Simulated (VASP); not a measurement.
# Ge (P-3m1) in VASP: single point with PBE

Aim: the single point of Ge with PBE.

Program: VASP 6.6.1. These are calculated values, not measurements. Logs are shortened: lines on timing, memory, paths and dates and some standing lists are left out, and cuts for length are marked.

## (1) The cell of the first run

It takes space group P-3m1 (No. 164, trigonal). The conventional cell has a = 3.846 Å, b = 3.846 Å, c = 6.745 Å, α = 90.00°, β = 90.00°, γ = 120.00°. Within 3.0 Å of Ge (site symmetry 3m) lie 4 Ge at 2.25 to 2.53 Å. Ge (site symmetry 3m) has 4 Ge at 2.53 to 2.60 Å within 3.3 Å.

## (2) Single point, PBE (strained and its atoms moved)

INCAR

```
SYSTEM = Ge
  PREC = Accurate
  ENCUT = 520
  EDIFF = 1E-7
  ISMEAR = 0
  SIGMA = 0.1
  LREAL = .FALSE.
  LASPH = .TRUE.
  NELM = 60
  ALGO = Normal
  ISIF = 2
  LWAVE = .FALSE.
  LCHARG = .FALSE.
  GGA = PE
  NBANDS = 36
```

KPOINTS

```
Automatic mesh
0
G
  12 12 6
  0 0 0
```

POSCAR

```
Ge
1.0
    3.8462372431      0.0000000000      0.0000000000
   -1.9231186216      3.3309391615      0.0000000000
    0.0000000000      0.0000000000      6.7454881778
Ge
4
Direct
    0.6666666667      0.3333333333      0.0247403151
    0.3333333333      0.6666666667      0.6005029678
    0.6666666667      0.3333333333      0.3994970322
    0.3333333333      0.6666666667      0.9752596849
```

Potentials or basis: VASP PAW PBE potentials, release 64 (Ge_d).

Started as:

```console
cat potpaw_PBE.64/Ge_d/POTCAR > POTCAR
mpirun -np 1 vasp_std > vasp.out
```

OUTCAR:

```text
SYSTEM = Ge
   PREC = Accurate
   ENCUT = 520
   EDIFF = 1E-7
   ISMEAR = 0
   LREAL = .FALSE.
   LASPH = .TRUE.
   NELM = 60
   ISIF = 2
   GGA = PE

 ion  position               nearest neighbor table
   1  0.667  0.333  0.025-   4 2.25   4 2.25   4 2.25   3 2.53
   2  0.333  0.667  0.601-   4 2.53   3 2.60   3 2.60   3 2.60
   3  0.667  0.333  0.399-   1 2.53   2 2.60   2 2.60   2 2.60
   4  0.333  0.667  0.975-   1 2.25   1 2.25   1 2.25   2 2.53

  LATTYP: Found a hexagonal cell.
 ALAT       =     3.8462372431
 C/A-ratio  =     1.7537888985

  Lattice vectors:

 A1 = (   3.8462372431,   0.0000000000,   0.0000000000)
 A2 = (  -1.9231186216,   3.3309391615,   0.0000000000)
 A3 = (   0.0000000000,   0.0000000000,   6.7454881778)

Analysis of symmetry for initial positions (statically):
=====================================================================
 Subroutine PRICEL returns:
 Original cell was already a primitive cell.

 Routine SETGRP: Setting up the symmetry group for a
 hexagonal supercell.

 Subroutine GETGRP returns: Found 12 space group operations
 (whereof 12 operations were pure point group operations)
 out of a pool of 24 trial point group operations.

The static configuration has the point symmetry D_3d.

Analysis of symmetry for dynamics (positions and initial velocities):
=====================================================================
 Subroutine PRICEL returns:
 Original cell was already a primitive cell.

 Routine SETGRP: Setting up the symmetry group for a
 hexagonal supercell.

 Subroutine GETGRP returns: Found 12 space group operations
 (whereof 12 operations were pure point group operations)
 out of a pool of 24 trial point group operations.

The dynamic configuration has the point symmetry D_3d.

 Subroutine INISYM returns: Found 12 space group operations
 (whereof 12 operations are pure point group operations),
 and found     1 'primitive' translations

----------------------------------------------------------------------------------------

                                     Primitive cell

  volume of cell :      86.4204

  direct lattice vectors                    reciprocal lattice vectors
[... 87 lines left out ...]
   LSORBIT =      F    spin-orbit coupling
   LASPH  =      T    aspherical Exc in radial PAW
   ENCUT  =  520.0 eV  38.22 Ry    6.18 a.u.   7.15  7.15 12.54*2*pi/ulx,y,z
   NELM   =     60;   NELMIN=  2; NELMDL= -5     # of ELM steps
   EDIFF  = 0.1E-06   stopping-criterion for ELM
   LREAL  =      F    real-space projection
   EDIFFG = 0.1E-05   stopping-criterion for IOM
   NSW    =      0    number of steps for IOM
   IBRION =     -1    ionic relax: 0-MD 1-quasi-New 2-CG
   NFREE  =      0    steps in history (QN), initial steepest desc. (CG)
   ISIF   =      2    stress and relaxation
   ISYM   =      2    0-nonsym 1-usesym 2-fastsym
   POTIM  = 0.5000    time-step for ionic-motion
   TEBEG  =    0.0;   TEEND  =   0.0 temperature during run
   PSTRESS=    0.0 pullay stress
   NELECT =      56.0000    total number of electrons
   NUPDOWN=      -1.0000    fix difference up-down
   EMIN   =  10.00;   EMAX   =-10.00  energy-range for DOS
   EFERMI =   0.00;   METHOD = LEGACY
   ISMEAR =     0;   SIGMA  =   0.10  broadening in eV -4-tet -1-fermi 0-gaus
   EFERMI_NEDOS =   21; number of points for ismear=-14 and -15
   IALGO  =     38    algorithm
   IMIX   =      4    mixing-type and parameters
     AMIX     =   0.40;   BMIX     =  1.00
     AMIX_MAG =   1.60;   BMIX_MAG =  1.00
  volume/ion in A,a.u.               =      21.61       145.80
  Fermi-wavevector in a.u.,A,eV,Ry     =   1.416659  2.677098 27.305858  2.006924
  Thomas-Fermi vector in A             =   2.537971
   LORBIT       =      0    0 simple, 1 ext, 2 COOP (PROOUT), +10 PAW based schemes
   GGA     = PE    functional components
   LHFCALC =     F    Hartree Fock is set to
   AEXX    =    0.0000 exact exchange contribution
   IVDW    =     0    specifies the selected vdW correction
   LEPSILON=     F    determine dielectric tensor
   LRPA    =     F    only Hartree local field effects (RPA)
 non-spin polarized calculation
 Gauss-broadening in eV      SIGMA  =   0.10
  energy-cutoff  :      520.00
  volume of cell :       86.42
 maximum number of plane-waves:      2360
 NGX is ok and might be reduce to    30
   NGX = 15   NGY = 15   NGZ = 25

 number of electron      55.9999968 magnetization

 Free energy of the ion-electron system (eV)
  ---------------------------------------------------
  ext. energy  EPLUGINS =         0.00000000
  ---------------------------------------------------
  free energy    TOTEN  =       -16.32287589 eV

  energy without entropy =      -16.31421244  energy(sigma->0) =      -16.31854416

 E-fermi :   5.7282     XC(G=0): -10.2298

 val. band max:        5.7272414980   @ k =   0.0833   0.0833   0.3333
 cond. band min:       5.7317809288   @ k =   0.4167   0.0833   0.3333
 fundamental gap:      0.0045394308
 Fermi energy:         5.7282183555

 k-point     1 :       0.0000    0.0000    0.0000
  band No.  band energies     occupation
      1     -20.2037      2.00000
      2     -20.1994      2.00000
      3     -20.1994      2.00000
      4     -20.1372      2.00000
      5     -20.1372      2.00000
      6     -19.8936      2.00000
[... 925 lines left out ...]
     35      10.7844      0.00000
     36      11.6212      0.00000

 [... further k-points ...]

------------------------ aborting loop because EDIFF is reached ----------------------------------------

  FORCE on cell =-STRESS in cart. coord.  units (eV):
  Direction    XX          YY          ZZ          XY          YZ          ZX
  --------------------------------------------------------------------------------------
  -------------------------------------------------------------------------------------
  Total        7.8093715      7.8093715     -0.3381092     -0.0000000      0.0000000      0.0000000
  in kB      144.7806458    144.7806458     -6.2683235     -0.0000000      0.0000000      0.0000000
  external PRESSURE =      94.4309894 kB  Pullay stress =       0.0000000 kB

 VOLUME and BASIS-vectors are now :
 -----------------------------------------------------------------------------
  energy-cutoff  :      520.00
  volume of cell :       86.42
      direct lattice vectors                 reciprocal lattice vectors
     3.846237243  0.000000000  0.000000000     0.259994362  0.150107815  0.000000000
    -1.923118622  3.330939161  0.000000000     0.000000000  0.300215630  0.000000000
     0.000000000  0.000000000  6.745488178     0.000000000  0.000000000  0.148247239

 POSITION                                       TOTAL-FORCE (eV/Angst)
 -----------------------------------------------------------------------------------
      1.92312      1.11031      0.16689        -0.000000      0.000000      1.950122
     -0.00000      2.22063      4.05069        -0.000000     -0.000000     -2.119165
      1.92312      1.11031      2.69480         0.000000      0.000000      2.119165
     -0.00000      2.22063      6.57860         0.000000      0.000000     -1.950122
 -----------------------------------------------------------------------------------
    total drift:                               -0.000000      0.000000      0.000000

  FREE ENERGIE OF THE ION-ELECTRON SYSTEM (eV)
  ---------------------------------------------------
  free  energy   TOTEN  =       -16.3228758911 eV

  energy  without entropy=      -16.3142124354  energy(sigma->0) =      -16.31854416
```

OSZICAR:

```text
N       E                     dE             d eps       ncg     rms          rms(c)
DAV:   1     0.492098751756E+03    0.49210E+03   -0.28215E+04  8448   0.435E+03
DAV:   2     0.689630407017E+02   -0.42314E+03   -0.41219E+03  7200   0.801E+02
DAV:   3    -0.119384563075E+02   -0.80901E+02   -0.79915E+02  7844   0.209E+02
DAV:   4    -0.164937145030E+02   -0.45553E+01   -0.45305E+01  8372   0.588E+01
DAV:   5    -0.165875169604E+02   -0.93802E-01   -0.93715E-01  8008   0.906E+00    0.476E+00
DAV:   6    -0.163938054548E+02    0.19371E+00   -0.14148E-01 11164   0.451E+00    0.278E+00
DAV:   7    -0.163208819607E+02    0.72923E-01   -0.14597E-01  8784   0.321E+00    0.461E-01
DAV:   8    -0.163222893503E+02   -0.14074E-02   -0.25853E-02  7872   0.133E+00    0.165E-01
DAV:   9    -0.163227258192E+02   -0.43647E-03   -0.20393E-03  8388   0.508E-01    0.580E-02
DAV:  10    -0.163228617746E+02   -0.13596E-03   -0.41373E-04  8732   0.185E-01    0.180E-02
DAV:  11    -0.163228692603E+02   -0.74857E-05   -0.63100E-05  8524   0.816E-02    0.105E-02
DAV:  12    -0.163228756100E+02   -0.63497E-05   -0.16446E-05  8480   0.220E-02    0.294E-03
DAV:  13    -0.163228758034E+02   -0.19337E-06   -0.16107E-06  9000   0.143E-02    0.134E-03
DAV:  14    -0.163228759145E+02   -0.11111E-06   -0.39130E-07  6228   0.598E-03    0.392E-04
DAV:  15    -0.163228758911E+02    0.23421E-07   -0.35276E-08  4384   0.205E-03
   1 F= -.16322876E+02 E0= -.16318544E+02  d E =-.866346E-02
```

Wall time 8.4 min (1 thread of Intel Xeon 8259CL, shared host); peak memory 0.34 GiB.

Results:

```yaml
Free_energy: -16.3229 eV
Pressure: 9.4 GPa
Largest_force: 2.119 eV/Å
Band_gap_on_the_k_mesh: zero (bands 28 and 29 overlap by 1.20 eV)
```

Forces in eV/Å, atoms in the order of the input:
```
Ge   0.000  0.000  1.950
Ge   0.000  0.000 -2.119
Ge   0.000  0.000  2.119
Ge   0.000  0.000 -1.950
```

Stress tensor (GPa, compression positive):
```
14.48  0.00  0.00
 0.00 14.48  0.00
 0.00  0.00 -0.63
```

Caveat: the cell differs from its parent crystal (strained and its atoms moved); the cell stands under pressure; forces of over 1 eV/Å act on the atoms, so gaps and moduli don't describe the material at rest.
